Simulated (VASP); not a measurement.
# Tl (Fd-3m) in VASP: a series of runs

The runs below take Tl through single point, with PBE.

Everything below comes from runs of VASP 6.6.1. Logs are shortened: lines on timing, memory, paths and dates and some standing lists are left out, and cuts for length are marked.

### 1 The cell of the first run

Symmetry: Fd-3m, No. 227, cubic system. The conventional cell has a = 7.132 Å, b = 7.132 Å, c = 7.132 Å, α = 90.00°, β = 90.00°, γ = 90.00°. Tl (site symmetry -43m) has 4 Tl at 3.09 Å within 4.1 Å.

### 2 Single point, PBE

The input, INCAR:

```
SYSTEM = Tl
PREC = Accurate ; ENCUT = 520
EDIFF = 1E-6 ; ISMEAR = -1
SIGMA = 0.1 ; LREAL = .FALSE.
LASPH = .TRUE. ; NELM = 80
ALGO = Normal ; ISIF = 2
LWAVE = .FALSE. ; LCHARG = .FALSE.
GGA = PE ; NBANDS = 20
```

The input, KPOINTS:

```
regular mesh
0
G
  13 13 13
  0 0 0
```

The input, POSCAR:

```
Tl
1.0
    0.0000000000      3.5660074013      3.5660074013
    3.5660074013      0.0000000000      3.5660074013
    3.5660074013      3.5660074013      0.0000000000
Tl
2
Direct
    0.1250000000      0.1250000000      0.1250000000
    0.8750000000      0.8750000000      0.8750000000
```

Potentials or basis: VASP PAW PBE potentials, release 64 (Tl_d).

Command:

```
$ cat potpaw_PBE.64/Tl_d/POTCAR > POTCAR
$ mpirun -np 1 vasp_std > vasp.out
```

OUTCAR:

```text
SYSTEM = Tl
   PREC = Accurate
   ENCUT = 520
   EDIFF = 1E-6
   ISMEAR = -1
   LREAL = .FALSE.
   LASPH = .TRUE.
   NELM = 80
   ISIF = 2
   GGA = PE

 ion  position               nearest neighbor table
   1  0.125  0.125  0.125-   2 3.09   2 3.09   2 3.09   2 3.09
   2  0.875  0.875  0.875-   1 3.09   1 3.09   1 3.09   1 3.09

  LATTYP: Found a face centered cubic cell.
 ALAT       =     7.1320148026

  Lattice vectors:

 A1 = (   0.0000000000,   3.5660074013,   3.5660074013)
 A2 = (   3.5660074013,   0.0000000000,   3.5660074013)
 A3 = (   3.5660074013,   3.5660074013,   0.0000000000)

Analysis of symmetry for initial positions (statically):
=====================================================================
 Subroutine PRICEL returns:
 Original cell was already a primitive cell.

 Routine SETGRP: Setting up the symmetry group for a
 face centered cubic supercell.

 Subroutine GETGRP returns: Found 48 space group operations
 (whereof 12 operations were pure point group operations)
 out of a pool of 48 trial point group operations.

The static configuration has the point symmetry D_3d.
 The point group associated with its full space group is O_h .

Analysis of symmetry for dynamics (positions and initial velocities):
=====================================================================
 Subroutine PRICEL returns:
 Original cell was already a primitive cell.

 Routine SETGRP: Setting up the symmetry group for a
 face centered cubic supercell.

 Subroutine GETGRP returns: Found 48 space group operations
 (whereof 12 operations were pure point group operations)
 out of a pool of 48 trial point group operations.

The dynamic configuration has the point symmetry D_3d.
 The point group associated with its full space group is O_h .

 Subroutine INISYM returns: Found 48 space group operations
 (whereof 12 operations are pure point group operations),
 and found     1 'primitive' translations

----------------------------------------------------------------------------------------

                                     Primitive cell

  volume of cell :      90.6936

  direct lattice vectors                    reciprocal lattice vectors
     0.000000000  3.566007401  3.566007401    -0.140212833  0.140212833  0.140212833
     3.566007401  0.000000000  3.566007401     0.140212833 -0.140212833  0.140212833
     3.566007401  3.566007401  0.000000000     0.140212833  0.140212833 -0.140212833

  length of vectors
     5.043096030  5.043096030  5.043096030     0.242855751  0.242855751  0.242855751

  position of ions in fractional coordinates (direct lattice)
     0.125000000  0.125000000  0.125000000
     0.875000000  0.875000000  0.875000000

  ion indices of the primitive-cell ions
   primitive index   ion index
                 1           1
                 2           2

----------------------------------------------------------------------------------------

 KPOINTS: regular mesh

Automatic generation of k-mesh.
 Grid dimensions read from file:
 generate k-points for:   13   13   13

 Generating k-lattice:

  Cartesian coordinates                     Fractional coordinates (reciprocal lattice)
    -0.010785603  0.010785603  0.010785603     0.076923077  0.000000000  0.000000000
     0.010785603 -0.010785603  0.010785603     0.000000000  0.076923077  0.000000000
     0.010785603  0.010785603 -0.010785603     0.000000000  0.000000000  0.076923077

  Length of vectors
     0.018681212  0.018681212  0.018681212

  Shift w.r.t. Gamma in fractional coordinates (k-lattice)
     0.000000000  0.000000000  0.000000000

 Subroutine IBZKPT returns following result:
 ===========================================

 Found     84 irreducible k-points:

 Following reciprocal coordinates:
            Coordinates               Weight
  0.000000  0.000000  0.000000      1.000000
  0.076923  0.000000  0.000000      8.000000
  0.153846  0.000000  0.000000      8.000000
  0.230769  0.000000  0.000000      8.000000
  0.307692  0.000000  0.000000      8.000000
  0.384615  0.000000  0.000000      8.000000
[... 16 lines left out ...]
  0.384615  0.153846  0.000000     24.000000
  0.461538  0.153846  0.000000     24.000000
 [... further k-points ...]
   k-points           NKPTS =     84   k-points in BZ     NKDIM =     84   number of bands    NBANDS=     20
   number of dos      NEDOS =    301   number of ions     NIONS =      2
   total plane-waves  NPLWV =  64000
   dimension x,y,z NGX =    40 NGY =   40 NGZ =   40
   dimension x,y,z NGXF=    80 NGYF=   80 NGZF=   80
   ions per type =               2
   NGX,Y,Z   is equivalent  to a cutoff of  13.19, 13.19, 13.19 a.u.
   NGXF,Y,Z  is equivalent  to a cutoff of  26.37, 26.37, 26.37 a.u.
 SYSTEM =  Tl
   PREC   = accura    normal or accurate (medium, high low for compatibility)
   ISTART =      0    job   : 0-new  1-cont  2-samecut
   ICHARG =      2    charge: 1-file 2-atom 10-const
   ISPIN  =      1    spin polarized calculation?
   LNONCOLLINEAR =      F non collinear calculations
   LSORBIT =      F    spin-orbit coupling
   LASPH  =      T    aspherical Exc in radial PAW
   ENCUT  =  520.0 eV  38.22 Ry    6.18 a.u.   9.38  9.38  9.38*2*pi/ulx,y,z
   NELM   =     80;   NELMIN=  2; NELMDL= -5     # of ELM steps
   EDIFF  = 0.1E-05   stopping-criterion for ELM
   LREAL  =      F    real-space projection
   EDIFFG = 0.1E-04   stopping-criterion for IOM
   NSW    =      0    number of steps for IOM
   IBRION =     -1    ionic relax: 0-MD 1-quasi-New 2-CG
   NFREE  =      0    steps in history (QN), initial steepest desc. (CG)
   ISIF   =      2    stress and relaxation
   ISYM   =      2    0-nonsym 1-usesym 2-fastsym
   POTIM  = 0.5000    time-step for ionic-motion
   TEBEG  =    0.0;   TEEND  =   0.0 temperature during run
   PSTRESS=    0.0 pullay stress
   NELECT =      26.0000    total number of electrons
   NUPDOWN=      -1.0000    fix difference up-down
   EMIN   =  10.00;   EMAX   =-10.00  energy-range for DOS
   EFERMI =   0.00;   METHOD = LEGACY
   ISMEAR =    -1;   SIGMA  =   0.10  broadening in eV -4-tet -1-fermi 0-gaus
   EFERMI_NEDOS =   21; number of points for ismear=-14 and -15
   IALGO  =     38    algorithm
   IMIX   =      4    mixing-type and parameters
     AMIX     =   0.40;   BMIX     =  1.00
     AMIX_MAG =   1.60;   BMIX_MAG =  1.00
  volume/ion in A,a.u.               =      45.35       306.02
  Fermi-wavevector in a.u.,A,eV,Ry     =   1.079461  2.039886 15.854005  1.165237
  Thomas-Fermi vector in A             =   2.215427
   LORBIT       =      0    0 simple, 1 ext, 2 COOP (PROOUT), +10 PAW based schemes
   GGA     = PE    functional components
   LHFCALC =     F    Hartree Fock is set to
   AEXX    =    0.0000 exact exchange contribution
   IVDW    =     0    specifies the selected vdW correction
   LEPSILON=     F    determine dielectric tensor
   LRPA    =     F    only Hartree local field effects (RPA)
 non-spin polarized calculation
  energy-cutoff  :      520.00
  volume of cell :       90.69
 maximum number of plane-waves:      2463
 NGX is ok and might be reduce to    40
   NGX = 19   NGY = 19   NGZ = 19

 number of electron      26.0000003 magnetization

 Free energy of the ion-electron system (eV)
  ---------------------------------------------------
  ext. energy  EPLUGINS =         0.00000000
  ---------------------------------------------------
  free energy    TOTEN  =        -3.73518597 eV

  energy without entropy =       -3.67554216  energy(sigma->0) =       -3.70536406

 E-fermi :   2.6772     XC(G=0):  -7.8056

 val. band max:        2.6704209139   @ k =  -0.3846   0.3846   0.0000
 cond. band min:       2.6826262579   @ k =   0.4615   0.3077   0.0000
 fundamental gap:      0.0122053440
 Fermi energy:         2.6772209134

 k-point     1 :       0.0000    0.0000    0.0000
  band No.  band energies     occupation
      1      -9.1421      2.00000
      2      -9.1421      2.00000
      3      -9.1421      2.00000
      4      -9.0720      2.00000
      5      -9.0720      2.00000
      6      -8.5819      2.00000
[... 12 lines left out ...]
     19       7.4477      0.00000
     20      11.1215      0.00000

 k-point     2 :       0.0769    0.0000    0.0000
  band No.  band energies     occupation
      1      -9.1516      2.00000
      2      -9.1516      2.00000
      3      -9.1413      2.00000
      4      -9.0591      2.00000
      5      -9.0591      2.00000
      6      -8.5912      2.00000
[... 12 lines left out ...]
     19       7.9502      0.00000
     20      10.8387      0.00000

 k-point     3 :       0.1538    0.0000    0.0000
  band No.  band energies     occupation
      1      -9.1678      2.00000
      2      -9.1678      2.00000
      3      -9.1390      2.00000
      4      -9.0339      2.00000
      5      -9.0339      2.00000
      6      -8.6095      2.00000
[... 12 lines left out ...]
     19       8.8214      0.00000
     20      10.5429      0.00000

 k-point     4 :       0.2308    0.0000    0.0000
  band No.  band energies     occupation
      1      -9.1810      2.00000
      2      -9.1810      2.00000
      3      -9.1358      2.00000
      4      -9.0092      2.00000
      5      -9.0092      2.00000
      6      -8.6270      2.00000
[... 12 lines left out ...]
     19       9.1575      0.00000
     20      10.5103      0.00000

 k-point     5 :       0.3077    0.0000    0.0000
  band No.  band energies     occupation
      1      -9.1891      2.00000
      2      -9.1891      2.00000
      3      -9.1322      2.00000
      4      -8.9912      2.00000
      5      -8.9912      2.00000
      6      -8.6506      2.00000
[... 12 lines left out ...]
     19       8.9852      0.00000
     20      10.7548      0.00000
[... 353 lines left out ...]
      6      -8.7348      2.00000
[... 12 lines left out ...]
     19       9.2747      0.00000
     20       9.7894      0.00000

 k-point    22 :       0.3077    0.1538    0.0000
  band No.  band energies     occupation
      1      -9.2048      2.00000
      2      -9.1799      2.00000
      3      -9.1409      2.00000
      4      -8.9965      2.00000
      5      -8.9386      2.00000
      6      -8.7614      2.00000
[... 12 lines left out ...]
     19       9.6644      0.00000
     20      10.5140      0.00000

 k-point    23 :       0.3846    0.1538    0.0000
  band No.  band energies     occupation
      1      -9.2190      2.00000
      2      -9.1891      2.00000
      3      -9.1223      2.00000
      4      -8.9750      2.00000
      5      -8.9258      2.00000
      6      -8.7724      2.00000
[... 12 lines left out ...]
     19      10.0232      0.00000
     20      11.1156      0.00000

 k-point    24 :       0.4615    0.1538    0.0000
  band No.  band energies     occupation
      1      -9.2280      2.00000
      2      -9.1970      2.00000
      3      -9.1034      2.00000
      4      -8.9560      2.00000
      5      -8.9284      2.00000
      6      -8.7673      2.00000
[... 12 lines left out ...]
     19      10.1694      0.00000
     20      11.8326      0.00000

 [... further k-points ...]

------------------------ aborting loop because EDIFF is reached ----------------------------------------

  FORCE on cell =-STRESS in cart. coord.  units (eV):
  Direction    XX          YY          ZZ          XY          YZ          ZX
  --------------------------------------------------------------------------------------
  -------------------------------------------------------------------------------------
  Total       -0.0523495     -0.0523495     -0.0523495      0.0000000      0.0000000      0.0000000
  in kB       -0.9247965     -0.9247965     -0.9247965      0.0000000      0.0000000      0.0000000
  external PRESSURE =      -0.9247965 kB  Pullay stress =       0.0000000 kB

 VOLUME and BASIS-vectors are now :
 -----------------------------------------------------------------------------
  energy-cutoff  :      520.00
  volume of cell :       90.69
      direct lattice vectors                 reciprocal lattice vectors
     0.000000000  3.566007401  3.566007401    -0.140212833  0.140212833  0.140212833
     3.566007401  0.000000000  3.566007401     0.140212833 -0.140212833  0.140212833
     3.566007401  3.566007401  0.000000000     0.140212833  0.140212833 -0.140212833

 POSITION                                       TOTAL-FORCE (eV/Angst)
 -----------------------------------------------------------------------------------
      0.89150      0.89150      0.89150        -0.000000     -0.000000     -0.000000
      6.24051      6.24051      6.24051         0.000000      0.000000      0.000000
 -----------------------------------------------------------------------------------
    total drift:                                0.000000      0.000000     -0.000000

  FREE ENERGIE OF THE ION-ELECTRON SYSTEM (eV)
  ---------------------------------------------------
  free  energy   TOTEN  =        -3.7351859681 eV

  energy  without entropy=       -3.6755421592  energy(sigma->0) =       -3.70536406
```

Wall time 1.7 min (1 thread of Intel Xeon Platinum 8488C (Sapphire Rapids), shared host); peak memory 0.3 GiB.

What came out:

```
Free energy            : -3.7352 eV
Pressure               : -0.1 GPa
Band gap on the k mesh : zero (band 13 reaches 4.81 eV, above the bottom of band 14 at 2.06 eV)
```

Caveat: spin-orbit coupling is left out, which moves the levels of the heavy elements.

### 3 Single point, PBE

The input, INCAR:

```
PREC = Accurate
ENCUT = 520
EDIFF = 1E-6
ISMEAR = -1
SIGMA = 0.1
LREAL = False
LASPH = True
NELM = 100
ALGO = Normal
ISIF = 2
LWAVE = False
LCHARG = False
GGA = PE
NBANDS = 20
```

The input, KPOINTS:

```
Automatic mesh
0
Gamma
  13 13 13
```

POSCAR is that of step 2.

Potentials or basis: VASP PAW PBE potentials, release 64 (Tl_d).

Command:

```
$ cat potpaw_PBE.64/Tl_d/POTCAR > POTCAR
$ mpirun -np 1 vasp_std > vasp.out
```

It took 99 s on 1 thread of Intel Xeon Platinum 8488C (Sapphire Rapids), shared host; peak memory 0.3 GiB.

Results (log left out):

```yaml
Free_energy: -3.7352 eV
Pressure: -0.1 GPa
Band_gap_on_the_k_mesh: zero (band 13 reaches 4.81 eV, above the bottom of band 14 at 2.06 eV)
```

Levels at points of the mesh, in eV from the Fermi level:
```csv
k point,band 9,band 10,band 11,band 12,band 13,band 14,band 15,band 16,band 17,band 18
"(0.00, 0.00, 0.00)",-11.20,-11.20,-8.56,-1.54,2.14,2.14,2.14,3.80,3.80,3.80
```

Caveat: spin-orbit coupling is left out, which moves the levels of the heavy elements.

(Continued in part 2 of 2.)
